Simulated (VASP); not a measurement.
The system is P.

```
CELL_PARAMETERS angstrom
-1.55362 1.55362 1.55362
1.55362 -1.55362 1.55362
1.55362 1.55362 -1.55362
ATOMIC_POSITIONS crystal
P 0.00000 0.00000 0.00000
```

```yaml
Program: VASP 6.6.1
Task: relaxation of cell and atoms
Functional: LDA
Potentials_or_basis: VASP PAW LDA potentials, release 64 (P)
Cutoff: 600 eV
k_mesh: 17 × 17 × 17
Occupations: fermi-dirac, width 0.05 eV
Spin: no spin polarisation
```

At the start: pressure -9.5 GPa; volume 15.00 Å³/atom.

Q: Where does the relaxation end?

A: Over 16 steps the energy falls by 45.8 meV/atom and the volume is 13.58 Å³/atom (-9.5 %); space group Im-3m (No. 229, to 0.05 Å).

The path:
| step | energy change (eV) | largest force (eV/Å) | pressure (GPa) | volume (Å³) |
| --- | --- | --- | --- | --- |
| 1 | 0.0000 | 0.0000 | -9.52 | 15.00 |
| 2 | -0.0408 | 0.0000 | 3.76 | 13.15 |
| 3 | -0.0458 | 0.0000 | 0.06 | 13.57 |
| 4 | -0.0457 | 0.0000 | -0.17 | 13.59 |
| 5 | -0.0457 | 0.0000 | -0.17 | 13.59 |
| 6 | -0.0457 | 0.0000 | -0.16 | 13.59 |
| 7 | -0.0457 | 0.0000 | -0.15 | 13.59 |
| 8 | -0.0457 | 0.0000 | -0.15 | 13.59 |
| 9 | -0.0457 | 0.0000 | -0.15 | 13.59 |
| 10 | -0.0457 | 0.0000 | -0.15 | 13.59 |
| 11 | -0.0458 | 0.0000 | -0.15 | 13.59 |
| 12 | -0.0458 | 0.0000 | -0.15 | 13.59 |
| 13 | -0.0458 | 0.0000 | -0.14 | 13.59 |
| 14 | -0.0458 | 0.0000 | -0.12 | 13.59 |
| 15 | -0.0458 | 0.0000 | -0.08 | 13.58 |
| 16 | -0.0458 | 0.0000 | -0.01 | 13.58 |

Final structure:
```cif
data_structure
_symmetry_space_group_name_H-M 'P 1'
_symmetry_Int_Tables_number 1
_cell_length_a 2.6029
_cell_length_b 2.6029
_cell_length_c 2.6029
_cell_angle_alpha 109.471
_cell_angle_beta 109.471
_cell_angle_gamma 109.471
_cell_volume 13.58
loop_
_atom_site_label
_atom_site_type_symbol
_atom_site_fract_x
_atom_site_fract_y
_atom_site_fract_z
_atom_site_occupancy
P1 P 0.00000 0.00000 0.00000 1
```
